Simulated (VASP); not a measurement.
# Ta3Cu (I4/mmm) in VASP: a series of runs

Aim: see how the results for Ta3Cu move with the level of theory and the settings. Levels: r2SCAN, PBEsol. Tasks: single point.

All numbers are computed with VASP 6.6.1; they aren't measurements. Logs are shortened: lines on timing, memory, paths and dates and some standing lists are left out, and cuts for length are marked.

**1. The cell of the first run**

It takes space group I4/mmm (No. 139, tetragonal). Conventional cell: a = 3.879 Å, b = 3.879 Å, c = 8.126 Å, α = 90.00°, β = 90.00°, γ = 90.00°. Within 3.6 Å of Ta (site symmetry 4/mmm) lie 4 Cu at 2.74 Å and 8 Ta at 2.81 Å. Within 3.6 Å of Ta (site symmetry -4m2) lie 8 Ta at 2.74 to 2.81 Å and 4 Cu at 2.81 Å. Within 3.6 Å of Cu (site symmetry 4/mmm) lie 12 Ta at 2.74 to 2.81 Å.

**2. Single point, r2SCAN**

Input file POSCAR:

```
Ta3Cu
1.0
   -1.9395607270      1.9395607270      4.0628594771
    1.9395607270     -1.9395607270      4.0628594771
    1.9395607270      1.9395607270     -4.0628594771
Ta Cu
3 1
Direct
    0.5000000000      0.5000000000      0.0000000000
    0.2500000000      0.7500000000      0.5000000000
    0.7500000000      0.2500000000      0.5000000000
    0.0000000000      0.0000000000      0.0000000000
```

Input file INCAR.step1:

```
SYSTEM = Ta3Cu
ALGO = Normal
EDIFF = 1E-4
ENCUT = 520
GGA = PE
ISMEAR = -1
LASPH = .True.
LCHARG = .False.
LREAL = .False.
LWAVE = .True.
NBANDS = 30
NELM = 60
PREC = Accurate
SIGMA = 0.05
```

Input file INCAR.step2:

```
SYSTEM = Ta3Cu
ALGO = Normal
EDIFF = 1E-7
ENCUT = 520
ISIF = 2
ISMEAR = -1
ISTART = 1
LASPH = .True.
LCHARG = .False.
LMIXTAU = .True.
LREAL = .False.
LWAVE = .False.
METAGGA = R2SCAN
NBANDS = 30
NELM = 60
PREC = Accurate
SIGMA = 0.05
```

Input file KPOINTS:

```
k-points
0
Gamma
  9 9 9
  0 0 0
```

Potentials or basis: VASP PAW PBE potentials, release 64 (Ta_pv, Cu).

Run with:

```
$ cat potpaw_PBE.64/Ta_pv/POTCAR potpaw_PBE.64/Cu/POTCAR > POTCAR
$ cp INCAR.step1 INCAR
$ mpirun -np 1 vasp_std > vasp.out
$ cp INCAR.step2 INCAR
$ mpirun -np 1 vasp_std > vasp.out
```

OUTCAR:

```text
SYSTEM = Ta3Cu
   EDIFF = 1E-7
   ENCUT = 520
   ISIF = 2
   ISMEAR = -1
   ISTART = 1
   LASPH = .True.
   LREAL = .False.
   METAGGA = R2SCAN
   NELM = 60
   PREC = Accurate

 ion  position               nearest neighbor table
   1  0.500  0.500  0.000-   4 2.74   4 2.74   4 2.74   4 2.74   3 2.81   2 2.81   3 2.81   3 2.81
                             2 2.81   2 2.81   3 2.81   2 2.81
   2  0.250  0.750  0.500-   3 2.74   3 2.74   3 2.74   3 2.74   4 2.81   1 2.81   4 2.81   1 2.81
                             4 2.81   4 2.81   1 2.81   1 2.81
   3  0.750  0.250  0.500-   2 2.74   2 2.74   2 2.74   2 2.74   4 2.81   1 2.81   4 2.81   4 2.81
                             1 2.81   1 2.81   4 2.81   1 2.81
   4  0.000  0.000  0.000-   1 2.74   1 2.74   1 2.74   1 2.74   3 2.81   2 2.81   3 2.81   2 2.81
                             3 2.81   3 2.81   2 2.81   2 2.81

  LATTYP: Found a body centered tetragonal cell.
 ALAT       =     3.8791214540
 C/A-ratio  =     2.0947317712

  Lattice vectors:

 A1 = (  -1.9395607270,   1.9395607270,   4.0628594771)
 A2 = (   1.9395607270,  -1.9395607270,   4.0628594771)
 A3 = (   1.9395607270,   1.9395607270,  -4.0628594771)

Analysis of symmetry for initial positions (statically):
=====================================================================
 Subroutine PRICEL returns:
 Original cell was already a primitive cell.

 Routine SETGRP: Setting up the symmetry group for a
 body centered tetragonal supercell.

 Subroutine GETGRP returns: Found 16 space group operations
 (whereof 16 operations were pure point group operations)
 out of a pool of 16 trial point group operations.

The static configuration has the point symmetry D_4h.

Analysis of symmetry for dynamics (positions and initial velocities):
=====================================================================
 Subroutine PRICEL returns:
 Original cell was already a primitive cell.

 Routine SETGRP: Setting up the symmetry group for a
 body centered tetragonal supercell.

 Subroutine GETGRP returns: Found 16 space group operations
 (whereof 16 operations were pure point group operations)
 out of a pool of 16 trial point group operations.

The dynamic configuration has the point symmetry D_4h.

 Subroutine INISYM returns: Found 16 space group operations
 (whereof 16 operations are pure point group operations),
 and found     1 'primitive' translations

----------------------------------------------------------------------------------------

                                     Primitive cell

  volume of cell :      61.1362

  direct lattice vectors                    reciprocal lattice vectors
    -1.939560727  1.939560727  4.062859477     0.000000000  0.257790330  0.123066033
     1.939560727 -1.939560727  4.062859477     0.257790330  0.000000000  0.123066033
     1.939560727  1.939560727 -4.062859477     0.257790330  0.257790330  0.000000000

  length of vectors
     4.902103503  4.902103503  4.902103503     0.285659068  0.285659068  0.364570581

  position of ions in fractional coordinates (direct lattice)
     0.500000000  0.500000000  0.000000000
     0.250000000  0.750000000  0.500000000
     0.750000000  0.250000000  0.500000000
     0.000000000  0.000000000  0.000000000

  ion indices of the primitive-cell ions
   primitive index   ion index
                 1           1
                 2           2
                 3           3
                 4           4

----------------------------------------------------------------------------------------

 KPOINTS: k-points

Automatic generation of k-mesh.
 Grid dimensions read from file:
 generate k-points for:    9    9    9

 Generating k-lattice:

  Cartesian coordinates                     Fractional coordinates (reciprocal lattice)
     0.000000000  0.028643370  0.013674004     0.111111111 -0.000000000  0.000000000
     0.028643370  0.000000000  0.013674004    -0.000000000  0.111111111  0.000000000
     0.028643370  0.028643370  0.000000000     0.000000000  0.000000000  0.111111111

  Length of vectors
     0.031739896  0.031739896  0.040507842

  Shift w.r.t. Gamma in fractional coordinates (k-lattice)
     0.000000000  0.000000000  0.000000000

 Subroutine IBZKPT returns following result:
 ===========================================

 Found     75 irreducible k-points:

 Following reciprocal coordinates:
            Coordinates               Weight
  0.000000  0.000000  0.000000      1.000000
  0.111111  0.000000  0.000000      8.000000
  0.222222  0.000000 -0.000000      8.000000
  0.333333  0.000000 -0.000000      8.000000
  0.444444  0.000000 -0.000000      8.000000
  0.111111  0.111111  0.000000      8.000000
[... 16 lines left out ...]
 -0.333333  0.333333  0.000000      4.000000
  0.444444  0.444444 -0.000000      8.000000
 [... further k-points ...]
   k-points           NKPTS =     75   k-points in BZ     NKDIM =     75   number of bands    NBANDS=     30
   number of dos      NEDOS =    301   number of ions     NIONS =      4
   total plane-waves  NPLWV =  46656
   dimension x,y,z NGX =    36 NGY =   36 NGZ =   36
   dimension x,y,z NGXF=    72 NGYF=   72 NGZF=   72
   ions per type =               3   1
   NGX,Y,Z   is equivalent  to a cutoff of  12.21, 12.21, 12.21 a.u.
   NGXF,Y,Z  is equivalent  to a cutoff of  24.42, 24.42, 24.42 a.u.
 SYSTEM =  Ta3Cu
   PREC   = accura    normal or accurate (medium, high low for compatibility)
   ISTART =      1    job   : 0-new  1-cont  2-samecut
   ICHARG =      0    charge: 1-file 2-atom 10-const
   ISPIN  =      1    spin polarized calculation?
   LNONCOLLINEAR =      F non collinear calculations
   LSORBIT =      F    spin-orbit coupling
   LASPH  =      T    aspherical Exc in radial PAW
   ENCUT  =  520.0 eV  38.22 Ry    6.18 a.u.   9.11  9.11  9.11*2*pi/ulx,y,z
   NELM   =     60;   NELMIN=  2; NELMDL=  0     # of ELM steps
   EDIFF  = 0.1E-06   stopping-criterion for ELM
   LREAL  =      F    real-space projection
   EDIFFG = 0.1E-05   stopping-criterion for IOM
   NSW    =      0    number of steps for IOM
   IBRION =     -1    ionic relax: 0-MD 1-quasi-New 2-CG
   NFREE  =      0    steps in history (QN), initial steepest desc. (CG)
   ISIF   =      2    stress and relaxation
   ISYM   =      2    0-nonsym 1-usesym 2-fastsym
   POTIM  = 0.5000    time-step for ionic-motion
   TEBEG  =    0.0;   TEEND  =   0.0 temperature during run
   PSTRESS=    0.0 pullay stress
   NELECT =      44.0000    total number of electrons
   NUPDOWN=      -1.0000    fix difference up-down
   EMIN   =  10.00;   EMAX   =-10.00  energy-range for DOS
   EFERMI =   0.00;   METHOD = LEGACY
   ISMEAR =    -1;   SIGMA  =   0.05  broadening in eV -4-tet -1-fermi 0-gaus
   EFERMI_NEDOS =   21; number of points for ismear=-14 and -15
   IALGO  =     38    algorithm
   IMIX   =      4    mixing-type and parameters
     AMIX     =   0.40;   BMIX     =  1.00
     AMIX_MAG =   1.60;   BMIX_MAG =  1.00
  volume/ion in A,a.u.               =      15.28       103.14
  Fermi-wavevector in a.u.,A,eV,Ry     =   1.467099  2.772416 29.284916  2.152381
  Thomas-Fermi vector in A             =   2.582758
   LORBIT       =      0    0 simple, 1 ext, 2 COOP (PROOUT), +10 PAW based schemes
   METAGGA = R2SCAN    functional components
   LHFCALC =     F    Hartree Fock is set to
   AEXX    =    0.0000 exact exchange contribution
   IVDW    =     0    specifies the selected vdW correction
   LEPSILON=     F    determine dielectric tensor
   LRPA    =     F    only Hartree local field effects (RPA)
 non-spin polarized calculation
  energy-cutoff  :      520.00
  volume of cell :       61.14
 maximum number of plane-waves:      1662
   NGX = 19   NGY = 19   NGZ = 19

 number of electron      44.0000001 magnetization

 Free energy of the ion-electron system (eV)
  ---------------------------------------------------
  ext. energy  EPLUGINS =         0.00000000
  ---------------------------------------------------
  free energy    TOTEN  =      -155.54488769 eV

  energy without entropy =     -155.51604154  energy(sigma->0) =     -155.53046461

 E-fermi :   6.8268     XC(G=0): -14.2241

 val. band max:        6.8260147174   @ k =   0.2222   0.1111   0.1111
 cond. band min:       6.8317903640   @ k =  -0.3333  -0.3333   0.2222
 fundamental gap:      0.0057756466
 Fermi energy:         6.8268059816

 k-point     1 :       0.0000    0.0000    0.0000
  band No.  band energies     occupation
      1     -29.0395      2.00000
      2     -28.8340      2.00000
      3     -28.8340      2.00000
      4     -28.4554      2.00000
      5     -28.4554      2.00000
      6     -28.2596      2.00000
[... 22 lines left out ...]
     29      11.8815      0.00000
     30      13.2625      0.00000

 k-point     2 :       0.1111    0.0000    0.0000
  band No.  band energies     occupation
      1     -29.0365      2.00000
      2     -28.8140      2.00000
      3     -28.8009      2.00000
      4     -28.5045      2.00000
      5     -28.4487      2.00000
      6     -28.2031      2.00000
[... 22 lines left out ...]
     29      12.3254      0.00000
     30      12.8432      0.00000

 k-point     3 :       0.2222    0.0000   -0.0000
  band No.  band energies     occupation
      1     -29.0043      2.00000
      2     -28.7636      2.00000
      3     -28.7604      2.00000
      4     -28.5336      2.00000
      5     -28.4271      2.00000
      6     -28.1202      2.00000
[... 22 lines left out ...]
     29      11.8551      0.00000
     30      12.7760      0.00000

 k-point     4 :       0.3333    0.0000   -0.0000
  band No.  band energies     occupation
      1     -28.9377      2.00000
      2     -28.7701      2.00000
      3     -28.6947      2.00000
      4     -28.4683      2.00000
      5     -28.3851      2.00000
      6     -28.1236      2.00000
[... 22 lines left out ...]
     29      10.8686      0.00000
     30      12.9005      0.00000

 k-point     5 :       0.4444    0.0000   -0.0000
  band No.  band energies     occupation
      1     -28.9068      2.00000
      2     -28.7097      2.00000
      3     -28.6506      2.00000
      4     -28.4032      2.00000
      5     -28.3279      2.00000
      6     -28.3209      2.00000
[... 22 lines left out ...]
     29       9.9670      0.00000
     30      13.0958      0.00000
[... 526 lines left out ...]
     29      11.6445      0.00000
     30      12.0193      0.00000

 k-point    22 :      -0.4444    0.3333    0.0000
  band No.  band energies     occupation
      1     -29.2152      2.00000
      2     -28.9298      2.00000
      3     -28.8544      2.00000
      4     -28.5243      2.00000
      5     -28.3563      2.00000
      6     -27.9097      2.00000
[... 22 lines left out ...]
     29      11.2688      0.00000
     30      11.9719      0.00000

 k-point    23 :      -0.3333    0.3333    0.0000
  band No.  band energies     occupation
      1     -29.2154      2.00000
      2     -28.8636      2.00000
      3     -28.7471      2.00000
      4     -28.5477      2.00000
      5     -28.3905      2.00000
      6     -27.9548      2.00000
[... 22 lines left out ...]
     29      11.0149      0.00000
     30      12.7085      0.00000

 k-point    24 :       0.4444    0.4444   -0.0000
  band No.  band energies     occupation
      1     -29.2459      2.00000
      2     -29.0278      2.00000
      3     -28.9145      2.00000
      4     -28.5047      2.00000
      5     -28.3108      2.00000
      6     -27.9283      2.00000
[... 22 lines left out ...]
     29      11.5079      0.00000
     30      11.6374      0.00000

 [... further k-points ...]

------------------------ aborting loop because EDIFF is reached ----------------------------------------

  FORCE on cell =-STRESS in cart. coord.  units (eV):
  Direction    XX          YY          ZZ          XY          YZ          ZX
  --------------------------------------------------------------------------------------
  -------------------------------------------------------------------------------------
  Total        8.0081454      8.0081454      7.9359796      0.0000000      0.0000000      0.0000000
  in kB      209.8669150    209.8669150    207.9756876      0.0000000      0.0000000      0.0000000
  external PRESSURE =     209.2365058 kB  Pullay stress =       0.0000000 kB

 VOLUME and BASIS-vectors are now :
 -----------------------------------------------------------------------------
  energy-cutoff  :      520.00
  volume of cell :       61.14
      direct lattice vectors                 reciprocal lattice vectors
    -1.939560727  1.939560727  4.062859477     0.000000000  0.257790330  0.123066033
     1.939560727 -1.939560727  4.062859477     0.257790330  0.000000000  0.123066033
     1.939560727  1.939560727 -4.062859477     0.257790330  0.257790330  0.000000000

 POSITION                                       TOTAL-FORCE (eV/Angst)
 -----------------------------------------------------------------------------------
      0.00000      0.00000      4.06286         0.000000      0.000000     -0.000000
      1.93956      0.00000      2.03143         0.000000     -0.000000      0.000000
      0.00000      1.93956      2.03143        -0.000000      0.000000     -0.000000
      0.00000      0.00000      0.00000         0.000000      0.000000     -0.000000
 -----------------------------------------------------------------------------------
    total drift:                               -0.000000      0.000000      0.000000

  FREE ENERGIE OF THE ION-ELECTRON SYSTEM (eV)
  ---------------------------------------------------
  free  energy   TOTEN  =      -155.5448876851 eV

  energy  without entropy=     -155.5160415383  energy(sigma->0) =     -155.53046461
```

Run time: 5.2 min. Hardware: 1 thread of Intel Xeon 6975P-C (Granite Rapids), shared host; peak memory 0.29 GiB.

What came out:

```
Free energy            : -155.5449 eV
Pressure               : 20.9 GPa
Band gap on the k mesh : zero (bands 22 and 23 overlap by 1.68 eV)
```

Stress tensor (GPa, compression positive):
```
20.99  0.00  0.00
 0.00 20.99  0.00
 0.00  0.00 20.80
```

Levels at points of the mesh, in eV from the Fermi level:
```tsv
k point	band 18	band 19	band 20	band 21	band 22	band 23	band 24	band 25	band 26	band 27
(0.00, 0.00, 0.00)	-2.29	-2.00	-2.00	-0.25	-0.25	0.12	2.41	2.79	2.97	3.25
```

Caveat: the cell stands under pressure; the PAW data sets were made with another functional, which shifts forces and pressure a little; spin-orbit coupling is left out, which moves the levels of the heavy elements.

**3. Single point, r2SCAN**

This run uses another cell than the first one, of 15.92 Å³/atom.

Input file POSCAR:

```
Ta3Cu
1.0
   -1.9640735562      1.9640735562      4.1265368479
    1.9640735562     -1.9640735562      4.1265368479
    1.9640735562      1.9640735562     -4.1265368479
Ta Cu
3 1
Direct
    0.5000000000      0.5000000000      0.0000000000
    0.2500000000      0.7500000000      0.5000000000
    0.7500000000      0.2500000000      0.5000000000
    0.0000000000      0.0000000000      0.0000000000
```

Input file INCAR.step1:

```
ALGO = Normal
EDIFF = 1E-4
ENCUT = 520
GGA = PE
ISMEAR = -1
LASPH = T
LCHARG = F
LREAL = F
LWAVE = T
NBANDS = 30
NELM = 60
PREC = Accurate
SIGMA = 0.05
```

Input file INCAR.step2:

```
ALGO = Normal
EDIFF = 1E-6
ENCUT = 520
ISIF = 2
ISMEAR = -1
ISTART = 1
LASPH = T
LCHARG = F
LMIXTAU = T
LREAL = F
LWAVE = F
METAGGA = R2SCAN
NBANDS = 30
NELM = 60
PREC = Accurate
SIGMA = 0.05
```

Input file KPOINTS:

```
k-points
0
Gamma
  9 9 9
```

Potentials or basis: VASP PAW PBE potentials, release 64 (Ta_pv, Cu).

Run with:

```
$ cat potpaw_PBE.64/Ta_pv/POTCAR potpaw_PBE.64/Cu/POTCAR > POTCAR
$ cp INCAR.step1 INCAR
$ mpirun -np 1 vasp_std > vasp.out
$ cp INCAR.step2 INCAR
$ mpirun -np 1 vasp_std > vasp.out
```

OUTCAR:

```text
EDIFF = 1E-6
   ENCUT = 520
   ISIF = 2
   ISMEAR = -1
   ISTART = 1
   LASPH = T
   LREAL = F
   METAGGA = R2SCAN
   NELM = 60
   PREC = Accurate

 ion  position               nearest neighbor table
   1  0.500  0.500  0.000-   4 2.78   4 2.78   4 2.78   4 2.78   3 2.85   2 2.85   3 2.85   3 2.85
                             2 2.85   2 2.85   3 2.85   2 2.85
   2  0.250  0.750  0.500-   3 2.78   3 2.78   3 2.78   3 2.78   4 2.85   1 2.85   4 2.85   1 2.85
                             4 2.85   4 2.85   1 2.85   1 2.85
[... 998 lines left out ...]
  --------------------------------------------------------------------------------------
  -------------------------------------------------------------------------------------
  Total        4.3046485      4.3046485      4.2563966      0.0000000      0.0000000      0.0000000
  in kB      108.3146161    108.3146161    107.1004891      0.0000000      0.0000000      0.0000000
  external PRESSURE =     107.9099071 kB  Pullay stress =       0.0000000 kB

 VOLUME and BASIS-vectors are now :
 -----------------------------------------------------------------------------
  energy-cutoff  :      520.00
  volume of cell :       63.67
      direct lattice vectors                 reciprocal lattice vectors
    -1.964073556  1.964073556  4.126536848     0.000000000  0.254572950  0.121166978
     1.964073556 -1.964073556  4.126536848     0.254572950  0.000000000  0.121166978
     1.964073556  1.964073556 -4.126536848     0.254572950  0.254572950  0.000000000

 POSITION                                       TOTAL-FORCE (eV/Angst)
 -----------------------------------------------------------------------------------
      0.00000      0.00000      4.12654         0.000000      0.000000      0.000000
      1.96407     -0.00000      2.06327        -0.000000      0.000000      0.000000
     -0.00000      1.96407      2.06327        -0.000000     -0.000000     -0.000000
      0.00000      0.00000      0.00000         0.000000      0.000000      0.000000
 -----------------------------------------------------------------------------------
    total drift:                               -0.000000     -0.000000      0.000000

  FREE ENERGIE OF THE ION-ELECTRON SYSTEM (eV)
  ---------------------------------------------------
  free  energy   TOTEN  =      -155.7943139813 eV

  energy  without entropy=     -155.7662848897  energy(sigma->0) =     -155.78029944
```

It took 7.6 min on 1 thread of Intel Xeon 6975P-C (Granite Rapids), shared host; peak memory 0.34 GiB.

Results:

| Item | Value |
| --- | --- |
| Free energy | -155.7943 eV |
| Pressure | 10.8 GPa |
| Band gap on the k mesh | zero (bands 22 and 23 overlap by 1.53 eV) |

Caveat: the cell stands under pressure; the PAW data sets were made with another functional, which shifts forces and pressure a little; spin-orbit coupling is left out, which moves the levels of the heavy elements.

(Continued in part 2 of 2.)
